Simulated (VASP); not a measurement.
# AlN (lda) (F-43m) in VASP: a series of runs

The runs below take AlN (lda) through single point, with LDA.

Program: VASP 6.6.1. These are calculated values, not measurements. Logs are shortened: lines on timing, memory, paths and dates and some standing lists are left out, and cuts for length are marked.

### 1 The cell of the first run

The structure is cubic, space group F-43m (No. 216). The conventional cell has a = 4.380 Å, b = 4.380 Å, c = 4.380 Å, α = 90.00°, β = 90.00°, γ = 90.00°. Within 2.5 Å of Al (site symmetry -43m) lie 4 N at 1.90 Å. Within 2.5 Å of N (site symmetry -43m) lie 4 Al at 1.90 Å.

### 2 Single point, LDA

File INCAR:

```
ALGO     = Normal         # electronic algorithm
EDIFF    = 1E-6           # SCF threshold, eV
ENCUT    = 600            # plane-wave cutoff, eV
GGA_COMPAT= F            
ISIF     = 2              # what is computed and relaxed
ISMEAR   = 0              # smearing method
LASPH    = T              # aspherical terms in the spheres
LCHARG   = T              # write CHGCAR
LELF     = T              # ELF
LREAL    = F              # projectors in reciprocal space
LVHAR    = T            
LWAVE    = F              # write WAVECAR
NBANDS   = 11             # bands
NELM     = 120            # most SCF steps
PREC     = Accurate       # precision mode
SIGMA    = 0.1            # smearing width, eV
```

File KPOINTS:

```
k-points
0
Gamma
  8 8 8
```

File POSCAR:

```
AlN
1.0
    0.0000000000      2.1900000000      2.1900000000
    2.1900000000      0.0000000000      2.1900000000
    2.1900000000      2.1900000000      0.0000000000
Al N
1 1
Direct
    0.0000000000      0.0000000000      0.0000000000
    0.2500000000      0.2500000000      0.2500000000
```

Potentials or basis: VASP PAW LDA potentials, release 64 (Al, N).

Run with:

```console
$ cat potpaw_LDA.64/Al/POTCAR potpaw_LDA.64/N/POTCAR > POTCAR
$ mpirun -np 1 vasp_std > vasp.out
```

OUTCAR:

```text
EDIFF = 1E-6
   ENCUT = 600
   ISIF = 2
   ISMEAR = 0
   LASPH = T
   LREAL = F
   NELM = 120
   PREC = Accurate

 ion  position               nearest neighbor table
   1  0.000  0.000  0.000-   2 1.90   2 1.90   2 1.90   2 1.90
   2  0.250  0.250  0.250-   1 1.90   1 1.90   1 1.90   1 1.90

  LATTYP: Found a face centered cubic cell.
 ALAT       =     4.3800000000

  Lattice vectors:

 A1 = (   0.0000000000,   2.1900000000,   2.1900000000)
 A2 = (   2.1900000000,   0.0000000000,   2.1900000000)
 A3 = (   2.1900000000,   2.1900000000,   0.0000000000)

Analysis of symmetry for initial positions (statically):
=====================================================================
 Subroutine PRICEL returns:
 Original cell was already a primitive cell.

 Routine SETGRP: Setting up the symmetry group for a
 face centered cubic supercell.

 Subroutine GETGRP returns: Found 24 space group operations
 (whereof 24 operations were pure point group operations)
 out of a pool of 48 trial point group operations.

The static configuration has the point symmetry T_d .

Analysis of symmetry for dynamics (positions and initial velocities):
=====================================================================
 Subroutine PRICEL returns:
 Original cell was already a primitive cell.

 Routine SETGRP: Setting up the symmetry group for a
 face centered cubic supercell.

 Subroutine GETGRP returns: Found 24 space group operations
 (whereof 24 operations were pure point group operations)
 out of a pool of 48 trial point group operations.

The dynamic configuration has the point symmetry T_d .

 Subroutine INISYM returns: Found 24 space group operations
 (whereof 24 operations are pure point group operations),
 and found     1 'primitive' translations

----------------------------------------------------------------------------------------

                                     Primitive cell

  volume of cell :      21.0069

  direct lattice vectors                    reciprocal lattice vectors
     0.000000000  2.190000000  2.190000000    -0.228310502  0.228310502  0.228310502
     2.190000000  0.000000000  2.190000000     0.228310502 -0.228310502  0.228310502
     2.190000000  2.190000000  0.000000000     0.228310502  0.228310502 -0.228310502

  length of vectors
     3.097127702  3.097127702  3.097127702     0.395445390  0.395445390  0.395445390

  position of ions in fractional coordinates (direct lattice)
     0.000000000  0.000000000  0.000000000
[... 80 lines left out ...]
   EDIFFG = 0.1E-04   stopping-criterion for IOM
   NSW    =      0    number of steps for IOM
   IBRION =     -1    ionic relax: 0-MD 1-quasi-New 2-CG
   NFREE  =      0    steps in history (QN), initial steepest desc. (CG)
   ISIF   =      2    stress and relaxation
   ISYM   =      2    0-nonsym 1-usesym 2-fastsym
   POTIM  = 0.5000    time-step for ionic-motion
   TEBEG  =    0.0;   TEEND  =   0.0 temperature during run
   PSTRESS=    0.0 pullay stress
   NELECT =       8.0000    total number of electrons
   NUPDOWN=      -1.0000    fix difference up-down
   EMIN   =  10.00;   EMAX   =-10.00  energy-range for DOS
   EFERMI =   0.00;   METHOD = LEGACY
   ISMEAR =     0;   SIGMA  =   0.10  broadening in eV -4-tet -1-fermi 0-gaus
   EFERMI_NEDOS =   21; number of points for ismear=-14 and -15
   IALGO  =     38    algorithm
   IMIX   =      4    mixing-type and parameters
     AMIX     =   0.40;   BMIX     =  1.00
     AMIX_MAG =   1.60;   BMIX_MAG =  1.00
  volume/ion in A,a.u.               =      10.50        70.88
  Fermi-wavevector in a.u.,A,eV,Ry     =   1.186636  2.242416 19.158419  1.408104
  Thomas-Fermi vector in A             =   2.322804
   LORBIT       =      0    0 simple, 1 ext, 2 COOP (PROOUT), +10 PAW based schemes
   GGA     = CA    functional components
   LHFCALC =     F    Hartree Fock is set to
   AEXX    =    0.0000 exact exchange contribution
   IVDW    =     0    specifies the selected vdW correction
   LEPSILON=     F    determine dielectric tensor
   LRPA    =     F    only Hartree local field effects (RPA)
 non-spin polarized calculation
 Gauss-broadening in eV      SIGMA  =   0.10
  energy-cutoff  :      600.00
  volume of cell :       21.01
 maximum number of plane-waves:       725
 NGX is ok and might be reduce to    28
   NGX = 13   NGY = 13   NGZ = 13

 number of electron       8.0000000 magnetization

 Free energy of the ion-electron system (eV)
  ---------------------------------------------------
  ext. energy  EPLUGINS =         0.00000000
  ---------------------------------------------------
  free energy    TOTEN  =       -16.36930526 eV

  energy without entropy =      -16.36930526  energy(sigma->0) =      -16.36930526

 E-fermi :   6.0802     XC(G=0): -11.2303

 val. band max:        5.6303973700   @ k =   0.0000   0.0000   0.0000
 cond. band min:       8.8498491789   @ k =   0.5000   0.5000   0.0000
 fundamental gap:      3.2194518090
 Fermi energy:         6.0802152156

 k-point     1 :       0.0000    0.0000    0.0000
  band No.  band energies     occupation
      1      -9.1450      2.00000
      2       5.6304      2.00000
      3       5.6304      2.00000
      4       5.6304      2.00000
      5       9.7918      0.00000
      6      17.8842      0.00000
      7      17.8842      0.00000
      8      17.8842      0.00000
      9      23.0894      0.00000
     10      23.0894      0.00000
     11      24.4578      0.00000
[... 309 lines left out ...]
 k-point    24 :      -0.3750    0.2500    0.1250
  band No.  band energies     occupation
      1      -6.7215      2.00000
      2       0.4675      2.00000
      3       3.3925      2.00000
      4       4.5033      2.00000
      5      12.5989      0.00000
      6      14.6796      0.00000
      7      17.5387      0.00000
      8      18.0561      0.00000
      9      22.4530      0.00000
     10      24.0909      0.00000
     11      27.3295      0.00000

 [... further k-points ...]
[... 5 lines left out ...]
  --------------------------------------------------------------------------------------
  -------------------------------------------------------------------------------------
  Total       -0.6201758     -0.6201758     -0.6201758      0.0000000      0.0000000      0.0000000
  in kB      -47.3002091    -47.3002091    -47.3002091      0.0000000      0.0000000      0.0000000
  external PRESSURE =     -47.3002091 kB  Pullay stress =       0.0000000 kB

 VOLUME and BASIS-vectors are now :
 -----------------------------------------------------------------------------
  energy-cutoff  :      600.00
  volume of cell :       21.01
      direct lattice vectors                 reciprocal lattice vectors
     0.000000000  2.190000000  2.190000000    -0.228310502  0.228310502  0.228310502
     2.190000000  0.000000000  2.190000000     0.228310502 -0.228310502  0.228310502
     2.190000000  2.190000000  0.000000000     0.228310502  0.228310502 -0.228310502

 POSITION                                       TOTAL-FORCE (eV/Angst)
 -----------------------------------------------------------------------------------
      0.00000      0.00000      0.00000        -0.000000      0.000000      0.000000
      1.09500      1.09500      1.09500         0.000000     -0.000000     -0.000000
 -----------------------------------------------------------------------------------
    total drift:                               -0.000000     -0.000000     -0.000000

  FREE ENERGIE OF THE ION-ELECTRON SYSTEM (eV)
  ---------------------------------------------------
  free  energy   TOTEN  =       -16.3693052642 eV

  energy  without entropy=      -16.3693052642  energy(sigma->0) =      -16.36930526
```

OSZICAR:

```text
N       E                     dE             d eps       ncg     rms          rms(c)
DAV:   1     0.122602912146E+02    0.12260E+02   -0.43384E+03   654   0.685E+02
DAV:   2    -0.179294269635E+02   -0.30190E+02   -0.28802E+02   741   0.140E+02
DAV:   3    -0.188754522270E+02   -0.94603E+00   -0.94308E+00   795   0.224E+01
DAV:   4    -0.188797538976E+02   -0.43017E-02   -0.43015E-02   728   0.181E+00
DAV:   5    -0.188797907792E+02   -0.36882E-04   -0.36881E-04   758   0.164E-01    0.860E+00
DAV:   6    -0.164408649060E+02    0.24389E+01   -0.12787E+01   707   0.174E+01    0.292E+00
DAV:   7    -0.163988397358E+02    0.42025E-01   -0.10618E-01   722   0.265E+00    0.193E+00
DAV:   8    -0.163699918359E+02    0.28848E-01   -0.33505E-02   716   0.163E+00    0.417E-01
DAV:   9    -0.163692945233E+02    0.69731E-03   -0.23587E-03   752   0.297E-01    0.188E-01
DAV:  10    -0.163693093216E+02   -0.14798E-04   -0.13812E-04   721   0.839E-02    0.534E-02
DAV:  11    -0.163693053153E+02    0.40063E-05   -0.37444E-06   758   0.161E-02    0.109E-02
DAV:  12    -0.163693052642E+02    0.51082E-07   -0.93623E-08   403   0.231E-03
   1 F= -.16369305E+02 E0= -.16369305E+02  d E =-.570306E-12
```

It took 17 s on 1 thread of Intel Xeon 8259CL, shared host; peak memory 0.14 GiB.

Results:

| Quantity | Value |
| --- | --- |
| Free energy | -16.3693 eV |
| Pressure | -4.7 GPa |
| Band gap on the k mesh | 3.22 eV, indirect (least direct gap 4.16 eV) |

A k mesh can miss the band edges.

### 3 Single point, LDA

This run uses another cell than the first one, of 10.23 Å³/atom, 0.974 times its volume.

File INCAR:

```
SYSTEM = AlN
ALGO = Normal
EDIFF = 1E-6
ENCUT = 600
GGA = CA
GGA_COMPAT = .False.
ISIF = 2
ISMEAR = 0
LASPH = .True.
LCHARG = .True.
LELF = .True.
LREAL = .False.
LVHAR = .True.
LWAVE = .False.
NBANDS = 11
NELM = 120
PREC = Accurate
SIGMA = 0.02
```

File KPOINTS:

```
k-points
0
Gamma
  10 10 10
  0 0 0
```

File POSCAR:

```
AlN
1.0
    0.0000000000      2.1710498613      2.1710498613
    2.1710498613      0.0000000000      2.1710498613
    2.1710498613      2.1710498613      0.0000000000
Al N
1 1
Direct
    0.0000000000      0.0000000000      0.0000000000
    0.2500000000      0.2500000000      0.2500000000
```

Potentials or basis: VASP PAW LDA potentials, release 64 (Al, N).

Run with:

```console
$ cat potpaw_LDA.64/Al/POTCAR potpaw_LDA.64/N/POTCAR > POTCAR
$ mpirun -np 1 vasp_std > vasp.out
```

Run time: 26 s. Hardware: 1 thread of Intel Xeon 8259CL, shared host; peak memory 0.14 GiB.

It converged, with:

| Quantity | Value |
| --- | --- |
| Free energy | -16.3760 eV |
| Pressure | 0.6 GPa |
| Band gap on the k mesh | 3.23 eV, indirect (least direct gap 4.39 eV) |

Levels at points of the mesh, in eV from the valence-band top:
```tsv
k point	band 1	band 2	band 3	band 4	band 5	band 6	band 7	band 8	band 9
(0.00, 0.00, 0.00)	-14.93	0.00	0.00	0.00	4.39	12.51	12.51	12.51	17.67
(0.50, 0.00, 0.00)	-12.75	-5.99	-0.49	-0.49	7.43	9.89	11.07	11.07	17.98
(0.50, 0.50, 0.00)	-12.08	-5.01	-1.81	-1.81	3.23	8.52	13.99	15.71	15.71
```

A k mesh can miss the band edges. A hybrid or GW would open this gap; LDA tends to underestimate it.
